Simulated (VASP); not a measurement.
Input of a VASP 6.6.1 run:

POSCAR

```
Ag
1.0
   -1.6556540000      1.7021778774      1.7021778774
    1.6556540000     -1.6091301226      1.6091301226
    1.6556540000      1.6091301226     -1.6091301226
Ag
1
Direct
    0.0000000000      0.0000000000      0.0000000000
```

INCAR.step1

```
PREC = Accurate ; ENCUT = 520
ISMEAR = 0 ; SIGMA = 0.15
LREAL = False ; LASPH = True
NELM = 60 ; NBANDS = 12
GGA = PE ; ALGO = Normal
EDIFF = 1E-4 ; LWAVE = True
LCHARG = False
```

Contents of INCAR.step2:

```
PREC = Accurate ; ENCUT = 520
EDIFF = 1E-6 ; ISMEAR = 0
SIGMA = 0.15 ; LREAL = False
LASPH = True ; NELM = 60
ALGO = Normal ; ISIF = 2
LWAVE = False ; LCHARG = True
METAGGA = R2SCAN ; LMIXTAU = True
LELF = True ; LVHAR = True
NBANDS = 12 ; ISTART = 1
```

Contents of KPOINTS:

```
Automatic mesh
0
Gamma
  20 20 20
```

Potentials or basis: VASP PAW PBE potentials, release 64 (Ag).

Launch:

```bash
$ cat potpaw_PBE.64/Ag/POTCAR > POTCAR
$ cp INCAR.step1 INCAR
$ mpirun -np 1 vasp_std > vasp.out
$ cp INCAR.step2 INCAR
$ mpirun -np 1 vasp_std > vasp.out
```

(1) What does it give for the pressure?

(2) What does it give for the band gap on the k mesh?

## Answers

(1) -3.2 GPa.

(2) zero (an odd number of electrons rules out a gap without spin polarisation).

Caveat: the cell differs from its parent crystal (strain +0.0562 x Voigt [0, 0, 0, 1, 0, 0]); the cell stands under tension; the PAW data sets were made with another functional, which shifts forces and pressure a little.
